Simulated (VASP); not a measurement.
# FeGe2 (I4/mcm) in VASP: single point with PBEsol

Aim: the single point of FeGe2 with PBEsol.

Everything below comes from runs of VASP 6.6.1. Logs are shortened: lines on timing, memory, paths and dates and some standing lists are left out, and cuts for length are marked.

**1. The cell of the first run**

It takes space group I4/mcm (No. 140, tetragonal). Conventional cell: a = 5.958 Å, b = 5.958 Å, c = 4.935 Å, α = 90.00°, β = 90.00°, γ = 90.00°. Within 3.4 Å of Ge (site symmetry m2m) lie 4 Fe at 2.57 Å and 11 Ge at 2.61 to 3.19 Å. Fe (site symmetry 422) has 2 Fe at 2.47 Å and 8 Ge at 2.57 Å within 3.3 Å.

**2. Single point, PBEsol, collinear spin, ferromagnetic start (volume scaled by 1.02)**

The input, INCAR:

```
SYSTEM = FeGe2
ALGO     = Normal         ! electronic algorithm
EDIFF    = 1E-6           ! SCF threshold, eV
ENCUT    = 520            ! plane-wave cutoff, eV
GGA      = PS             ! functional
ISIF     = 2              ! what is computed and relaxed
ISMEAR   = -1             ! smearing method
ISPIN    = 2              ! spin polarisation
LASPH    = .TRUE.         ! aspherical terms in the spheres
LCHARG   = .FALSE.        ! write CHGCAR
LMAXMIX  = 4              ! l up to which the mixer works
LORBIT   = 11             ! projections on sites
LREAL    = .FALSE.        ! projectors in reciprocal space
LWAVE    = .FALSE.        ! write WAVECAR
MAGMOM   = 0 0 0 0 3 3    ! initial moments
NBANDS   = 49             ! bands
NELM     = 150            ! most SCF steps
PREC     = Accurate       ! precision mode
SIGMA    = 0.05           ! smearing width, eV
```

The input, KPOINTS:

```
k-points
0
G
  7 7 7
  0 0 0
```

The input, POSCAR:

```
FeGe2
1.0
   -2.9791568471      2.9791568471      2.4676379402
    2.9791568471     -2.9791568471      2.4676379402
    2.9791568471      2.9791568471     -2.4676379402
Ge Fe
4 2
Direct
    0.8451073900      0.3451073900      0.1902147800
    0.6548926100      0.8451073900      0.5000000000
    0.3451073900      0.1548926100      0.5000000000
    0.1548926100      0.6548926100      0.8097852200
    0.2500000000      0.2500000000      0.0000000000
    0.7500000000      0.7500000000      0.0000000000
```

Potentials or basis: VASP PAW PBE potentials, release 64 (Ge_d, Fe).

Started as:

```sh
$ cat potpaw_PBE.64/Ge_d/POTCAR potpaw_PBE.64/Fe/POTCAR > POTCAR
$ mpirun -np 1 vasp_std > vasp.out
```

OUTCAR:

```text
SYSTEM = FeGe2
   EDIFF = 1E-6
   ENCUT = 520
   GGA = PS
   ISIF = 2
   ISMEAR = -1
   ISPIN = 2
   LASPH = .TRUE.
   LORBIT = 11
   LREAL = .FALSE.
   NELM = 150
   PREC = Accurate

 ion  position               nearest neighbor table
   1  0.845  0.345  0.190-   5 2.57   6 2.57   6 2.57   5 2.57   4 2.61
   2  0.655  0.845  0.500-   5 2.57   6 2.57   6 2.57   5 2.57   3 2.61
   3  0.345  0.155  0.500-   6 2.57   5 2.57   5 2.57   6 2.57   2 2.61
   4  0.155  0.655  0.810-   5 2.57   6 2.57   6 2.57   5 2.57   1 2.61
   5  0.250  0.250  0.000-   6 2.47   6 2.47   1 2.57   4 2.57   4 2.57   1 2.57   3 2.57   2 2.57
                             2 2.57   3 2.57
   6  0.750  0.750  0.000-   5 2.47   5 2.47   1 2.57   4 2.57   4 2.57   1 2.57   2 2.57   3 2.57
                             3 2.57   2 2.57

  LATTYP: Found a body centered tetragonal cell.
 ALAT       =     5.9583136942
 C/A-ratio  =     0.8283007800

  Lattice vectors:

 A1 = (  -2.9791568471,   2.9791568471,   2.4676379402)
 A2 = (   2.9791568471,  -2.9791568471,   2.4676379402)
 A3 = (   2.9791568471,   2.9791568471,  -2.4676379402)

Analysis of symmetry for initial positions (statically):
=====================================================================
 Subroutine PRICEL returns:
 Original cell was already a primitive cell.

 Routine SETGRP: Setting up the symmetry group for a
 body centered tetragonal supercell.

 Subroutine GETGRP returns: Found 16 space group operations
 (whereof  8 operations were pure point group operations)
 out of a pool of 16 trial point group operations.

The static configuration has the point symmetry C_4h.
 The point group associated with its full space group is D_4h.

Analysis of symmetry for dynamics (positions and initial velocities):
=====================================================================
 Subroutine PRICEL returns:
 Original cell was already a primitive cell.

 Routine SETGRP: Setting up the symmetry group for a
 body centered tetragonal supercell.

 Subroutine GETGRP returns: Found 16 space group operations
 (whereof  8 operations were pure point group operations)
 out of a pool of 16 trial point group operations.

The dynamic configuration has the point symmetry C_4h.
 The point group associated with its full space group is D_4h.

Analysis of structural, dynamic, and magnetic symmetry:
=====================================================================
 Subroutine PRICEL returns:
 Original cell was already a primitive cell.

 Routine SETGRP: Setting up the symmetry group for a
 body centered tetragonal supercell.

 Subroutine GETGRP returns: Found 16 space group operations
 (whereof  8 operations were pure point group operations)
 out of a pool of 16 trial point group operations.

The overall configuration has the point symmetry C_4h.
 The point group associated with its full space group is D_4h.

 Subroutine INISYM returns: Found 16 space group operations
 (whereof  8 operations are pure point group operations),
 and found     1 'primitive' translations

----------------------------------------------------------------------------------------

                                     Primitive cell

  volume of cell :      87.6049

  direct lattice vectors                    reciprocal lattice vectors
    -2.979156847  2.979156847  2.467637940     0.000000000  0.167832721  0.202622918
     2.979156847 -2.979156847  2.467637940     0.167832721  0.000000000  0.202622918
     2.979156847  2.979156847 -2.467637940     0.167832721  0.167832721  0.000000000

  length of vectors
     4.882621022  4.882621022  4.882621022     0.263104293  0.263104293  0.237351310

  position of ions in fractional coordinates (direct lattice)
     0.845107390  0.345107390  0.190214780
     0.654892610  0.845107390  0.500000000
     0.345107390  0.154892610  0.500000000
     0.154892610  0.654892610  0.809785220
     0.250000000  0.250000000  0.000000000
     0.750000000  0.750000000  0.000000000

  ion indices of the primitive-cell ions
   primitive index   ion index
                 1           1
                 2           2
                 3           3
                 4           4
[... 35 lines left out ...]
  0.142857  0.142857 -0.000000      8.000000
  0.285714  0.142857 -0.000000     16.000000
[... 16 lines left out ...]
 -0.142857  0.285714  0.142857      8.000000
 -0.428571  0.428571  0.142857      8.000000
 [... further k-points ...]
   k-points           NKPTS =     40   k-points in BZ     NKDIM =     40   number of bands    NBANDS=     49
   number of dos      NEDOS =    301   number of ions     NIONS =      6
   total plane-waves  NPLWV =  46656
   dimension x,y,z NGX =    36 NGY =   36 NGZ =   36
   dimension x,y,z NGXF=    72 NGYF=   72 NGZF=   72
   ions per type =               4   2
   NGX,Y,Z   is equivalent  to a cutoff of  12.26, 12.26, 12.26 a.u.
   NGXF,Y,Z  is equivalent  to a cutoff of  24.51, 24.51, 24.51 a.u.
 SYSTEM =  FeGe2
   PREC   = accura    normal or accurate (medium, high low for compatibility)
   ISTART =      0    job   : 0-new  1-cont  2-samecut
   ICHARG =      2    charge: 1-file 2-atom 10-const
   ISPIN  =      2    spin polarized calculation?
   LNONCOLLINEAR =      F non collinear calculations
   LSORBIT =      F    spin-orbit coupling
   LASPH  =      T    aspherical Exc in radial PAW
   ENCUT  =  520.0 eV  38.22 Ry    6.18 a.u.   9.08  9.08  9.08*2*pi/ulx,y,z
   NELM   =    150;   NELMIN=  2; NELMDL= -5     # of ELM steps
   EDIFF  = 0.1E-05   stopping-criterion for ELM
   LREAL  =      F    real-space projection
   EDIFFG = 0.1E-04   stopping-criterion for IOM
   NSW    =      0    number of steps for IOM
   IBRION =     -1    ionic relax: 0-MD 1-quasi-New 2-CG
   NFREE  =      0    steps in history (QN), initial steepest desc. (CG)
   ISIF   =      2    stress and relaxation
   ISYM   =      2    0-nonsym 1-usesym 2-fastsym
   POTIM  = 0.5000    time-step for ionic-motion
   TEBEG  =    0.0;   TEEND  =   0.0 temperature during run
   PSTRESS=    0.0 pullay stress
   NELECT =      72.0000    total number of electrons
   NUPDOWN=      -1.0000    fix difference up-down
   EMIN   =  10.00;   EMAX   =-10.00  energy-range for DOS
   EFERMI =   0.00;   METHOD = LEGACY
   ISMEAR =    -1;   SIGMA  =   0.05  broadening in eV -4-tet -1-fermi 0-gaus
   EFERMI_NEDOS =   21; number of points for ismear=-14 and -15
   IALGO  =     38    algorithm
   IMIX   =      4    mixing-type and parameters
     AMIX     =   0.40;   BMIX     =  1.00
     AMIX_MAG =   1.60;   BMIX_MAG =  1.00
  volume/ion in A,a.u.               =      14.60        98.53
  Fermi-wavevector in a.u.,A,eV,Ry     =   1.533473  2.897845 31.994657  2.351541
  Thomas-Fermi vector in A             =   2.640536
   LORBIT       =     11    0 simple, 1 ext, 2 COOP (PROOUT), +10 PAW based schemes
   GGA     = PS    functional components
   LHFCALC =     F    Hartree Fock is set to
   AEXX    =    0.0000 exact exchange contribution
   IVDW    =     0    specifies the selected vdW correction
   LEPSILON=     F    determine dielectric tensor
   LRPA    =     F    only Hartree local field effects (RPA)
 spin polarized calculation
  energy-cutoff  :      520.00
  volume of cell :       87.60
 maximum number of plane-waves:      2377
   NGX = 19   NGY = 19   NGZ = 19

 number of electron      71.9999991 magnetization       2.4947880

 Free energy of the ion-electron system (eV)
  ---------------------------------------------------
  ext. energy  EPLUGINS =         0.00000000
  ---------------------------------------------------
  free energy    TOTEN  =       -38.42599230 eV

  energy without entropy =      -38.40144768  energy(sigma->0) =      -38.41371999

 E-fermi :   7.6026     XC(G=0): -12.4772

 val. band max:        7.5998312523   @ k =  -0.4286   0.1429   0.0000
 cond. band min:       7.6039788694   @ k =  -0.4286   0.4286   0.4286
 fundamental gap:      0.0041476171
 Fermi energy:         7.6025662144

 spin component 1

 k-point     1 :       0.0000    0.0000    0.0000
  band No.  band energies     occupation
      1     -17.0284      1.00000
      2     -17.0140      1.00000
      3     -17.0086      1.00000
      4     -16.9919      1.00000
      5     -16.9790      1.00000
      6     -16.9790      1.00000
[... 1213 lines left out ...]
     47      13.9739      0.00000
     48      14.5993      0.00000

 [... further k-points ...]

 spin component 2

 k-point     1 :       0.0000    0.0000    0.0000
  band No.  band energies     occupation
      1     -17.0346      1.00000
      2     -17.0206      1.00000
      3     -17.0144      1.00000
      4     -17.0002      1.00000
      5     -16.9886      1.00000
      6     -16.9886      1.00000
[... 1213 lines left out ...]
     47      14.1569      0.00000
     48      14.7830      0.00000

 [... further k-points ...]

 [bands above 48 left out]

------------------------ aborting loop because EDIFF is reached ----------------------------------------

  FORCE on cell =-STRESS in cart. coord.  units (eV):
  Direction    XX          YY          ZZ          XY          YZ          ZX
  --------------------------------------------------------------------------------------
  -------------------------------------------------------------------------------------
  Total       -4.4160056     -4.4160056     -3.4718323      0.0000000      0.0000000      0.0000000
  in kB      -80.7629227    -80.7629227    -63.4952375      0.0000000      0.0000000      0.0000000
  external PRESSURE =     -75.0070276 kB  Pullay stress =       0.0000000 kB

 VOLUME and BASIS-vectors are now :
 -----------------------------------------------------------------------------
  energy-cutoff  :      520.00
  volume of cell :       87.60
      direct lattice vectors                 reciprocal lattice vectors
    -2.979156847  2.979156847  2.467637940     0.000000000  0.167832721  0.202622918
     2.979156847 -2.979156847  2.467637940     0.167832721  0.000000000  0.202622918
     2.979156847  2.979156847 -2.467637940     0.167832721  0.167832721  0.000000000

 POSITION                                       TOTAL-FORCE (eV/Angst)
 -----------------------------------------------------------------------------------
     -0.92290      2.05626      2.46764        -0.108164     -0.108164      0.000000
      2.05626      0.92290      2.46764        -0.108164      0.108164      0.000000
      0.92290      2.05626      0.00000         0.108164     -0.108164     -0.000000
      3.90206      0.92290     -0.00000         0.108164      0.108164     -0.000000
      0.00000      0.00000      1.23382         0.000000     -0.000000     -0.000000
      0.00000      0.00000      3.70146         0.000000     -0.000000     -0.000000
 -----------------------------------------------------------------------------------
    total drift:                               -0.000000     -0.000000      0.000000

  FREE ENERGIE OF THE ION-ELECTRON SYSTEM (eV)
  ---------------------------------------------------
  free  energy   TOTEN  =       -38.4259923037 eV

  energy  without entropy=      -38.4014476815  energy(sigma->0) =      -38.41371999

 total charge

# of ion       s       p       d       tot
------------------------------------------
    1        1.160   1.091  10.062  12.313
    2        1.160   1.091  10.062  12.313
    3        1.160   1.091  10.062  12.313
    4        1.160   1.091  10.062  12.313
    5        0.414   0.503   6.413   7.331
    6        0.414   0.503   6.413   7.331
--------------------------------------------------
tot          5.470   5.370  53.073  63.912

 magnetization (x)

# of ion       s       p       d       tot
------------------------------------------
    1        0.001  -0.048  -0.001  -0.048
    2        0.001  -0.048  -0.001  -0.048
    3        0.001  -0.048  -0.001  -0.048
    4        0.001  -0.048  -0.001  -0.048
    5        0.006   0.005   1.367   1.378
    6        0.006   0.005   1.367   1.378
--------------------------------------------------
tot          0.015  -0.182   2.728   2.562
```

Run time: 6.8 min. Hardware: 1 thread of Intel Xeon Platinum 8175M at 2.50GHz (Skylake/Cascade Lake), shared host; peak memory 0.38 GiB.

What came out:

```yaml
Free_energy: -38.4260 eV
Pressure: -7.5 GPa
Largest_force: 0.153 eV/Å
Net_moment: 2.49 μB per cell
Site_moments: Ge -0.05; Fe +1.38 μB
Valence_electrons_inside_the_program's_atomic_spheres: Ge 12.31; Fe 7.33
```

Forces in eV/Å, atoms in the order of the input:
```
Ge  -0.108 -0.108  0.000
Ge  -0.108  0.108  0.000
Ge   0.108 -0.108  0.000
Ge   0.108  0.108  0.000
Fe   0.000  0.000  0.000
Fe   0.000  0.000  0.000
```

Levels at points of the mesh, in eV from the Fermi level:
Spin up:
| k point | band 34 | band 35 | band 36 | band 37 | band 38 | band 39 | band 40 | band 41 |
| --- | --- | --- | --- | --- | --- | --- | --- | --- |
| (0.00, 0.00, 0.00) | -1.85 | -1.49 | -1.25 | -1.10 | -1.10 | 0.06 | 0.06 | 0.37 |
Spin down:
```tsv
k point	band 33	band 34	band 35	band 36	band 37	band 38
(0.00, 0.00, 0.00)	-1.82	-1.72	-0.46	-0.35	0.67	0.67
```

Caveat: the PAW data sets were made with another functional, which shifts forces and pressure a little.
